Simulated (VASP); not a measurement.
Here is a VASP 6.6.1 calculation.

The input INCAR:

```
SYSTEM = TiB2
  ALGO = Normal
  EDIFF = 1E-6
  ENCUT = 500
  GGA = PE
  GGA_COMPAT = .FALSE.
  ISIF = 2
  ISMEAR = 0
  LASPH = .TRUE.
  LCHARG = .FALSE.
  LREAL = .FALSE.
  LWAVE = .FALSE.
  NBANDS = 16
  NELM = 120
  PREC = Accurate
  SIGMA = 0.2
```

KPOINTS

```
k-points
0
G
  7 7 5
  0 0 0
```

File POSCAR:

```
TiB2
1.0
    2.6835033223      0.0000000000      0.0000000000
    0.0000000000      2.6835033223      0.0000000000
    0.0000000000      0.0000000000      4.2211026802
Ti B
1 2
Direct
    0.5000000000      0.5000000000      0.4458980371
    0.0000000000      0.0000000000     -0.0511054054
    0.5000000000      0.5000000000      0.9463441983
```

Potentials or basis: VASP PAW PBE potentials, release 64 (Ti_sv, B).

Launch:

```console
$ cat potpaw_PBE.64/Ti_sv/POTCAR potpaw_PBE.64/B/POTCAR > POTCAR
$ mpirun -np 1 vasp_std > vasp.out
```

**Question.** What does it give for the pressure?

**Answer.** -0.5 GPa.

**Question.** Predict the band gap on the k mesh.

**Answer.** Zero (band 9 reaches 9.16 eV, above the bottom of band 10 at 7.08 eV).

**Question.** Predict the largest force.

**Answer.** 0.011 eV/Å.

Forces in eV/Å, atoms in the order of the input:
```
Ti   0.000  0.000  0.011
B    0.000  0.000 -0.005
B    0.000  0.000 -0.006
```
